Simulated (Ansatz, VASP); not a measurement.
## One calculation of KBr, two programs

The input POSCAR:

```
KBr
1.0
    0.0000000000      3.3000000000      3.3000000000
    3.3000000000      0.0000000000      3.3000000000
    3.3000000000      3.3000000000      0.0000000000
Br K
1 1
Direct
    0.5000000000      0.5000000000      0.5000000000
    0.0000000000      0.0000000000      0.0000000000
```

The input INCAR.step1:

```
PREC     = Accurate       # precision mode
ENCUT    = 600            # plane-wave cutoff, eV
EDIFF    = 1E-5           # SCF threshold, eV
ISMEAR   = -1             # smearing method
SIGMA    = 0.05           # smearing width, eV
LREAL    = False          # projectors in reciprocal space
LASPH    = True           # aspherical terms in the spheres
NELM     = 80             # most SCF steps
ALGO     = Normal         # electronic algorithm
LWAVE    = True           # write WAVECAR
LCHARG   = False          # write CHGCAR
GGA      = PE             # functional
NBANDS   = 15             # bands
```

The input INCAR.step2:

```
PREC     = Accurate       # precision mode
ENCUT    = 600            # plane-wave cutoff, eV
EDIFF    = 1E-6           # SCF threshold, eV
ISMEAR   = -1             # smearing method
SIGMA    = 0.05           # smearing width, eV
LREAL    = False          # projectors in reciprocal space
LASPH    = True           # aspherical terms in the spheres
NELM     = 80             # most SCF steps
ALGO     = Normal         # electronic algorithm
ISIF     = 3              # what is computed and relaxed
LWAVE    = False          # write WAVECAR
LCHARG   = False          # write CHGCAR
GGA      = PE             # functional
LHFCALC  = True           # exact exchange
AEXX     = 0.25           # exact-exchange fraction
HFSCREEN = 0.3            # screening, 1/A
PRECFOCK = Normal       
IBRION   = 2              # ionic algorithm
NSW      = 60             # ionic steps
EDIFFG   = -0.01          # ionic threshold
ISTART   = 1
```

File KPOINTS:

```
regular mesh
0
Gamma
  4 4 4
```

Contents of input.yaml:

```yaml
crystal:
  lattice:
    - [0.0, 3.3, 3.3]
    - [3.3, 0.0, 3.3]
    - [3.3, 3.3, 0.0]
  atoms:
    - { symbol: Br, position: [0.5, 0.5, 0.5] }
    - { symbol: K, position: [0.0, 0.0, 0.0] }
hamiltonian:
  xc: { exchange: pbe, correlation: pbe, exx: { coeff: 0.25, omega: 0.3 } }
  pseudopotentials: { kind: paw }
kpoints:
  mp_grid: { grid: [4, 4, 4] }
scf:
  occupations: { method: fermi_dirac, width: 0.05 }
output:
  forces: true
  stress: true
  write_density: true
  write_potential: true
  elf: true
  volumetric_format: npy
relax:
  f_tol: 0.01
  max_steps: 40
  cell: { stress_tol: 0.05 }
```

Alike in both runs: task relaxation of cell and atoms; functional PBE-based screened hybrid; k mesh 4 × 4 × 4; occupations fermi-dirac, width 0.05 eV; no spin polarisation.

```csv
,VASP,Ansatz
version,VASP 6.6.1,Ansatz 0.2.0
potentials or method,"VASP PAW PBE potentials, release 64 (Br, K_sv)",Ansatz PAW
plane-wave cutoff (eV),600,420
valence electrons in the cell,16,16
```

VASP gave:

- gap on the k mesh at the Fermi level, each at its own relaxed structure (eV): 5.28
- relaxed volume (Å³/atom): 37.13
- relaxed cell length with the largest relative difference (Å): 4.718

Question: Which values does Ansatz return?

Answer: gap on the k mesh at the Fermi level, each at its own relaxed structure (eV): 5.29; relaxed volume (Å³/atom): 37.02; relaxed cell length with the largest relative difference (Å): 4.713.

VASP's potentials were made for PBE, not for PBE-based screened hybrid.

Noted on Ansatz's run: the plane-wave basis is chosen anew once the cell has moved, so the energies of steps on either side of that aren't comparable.
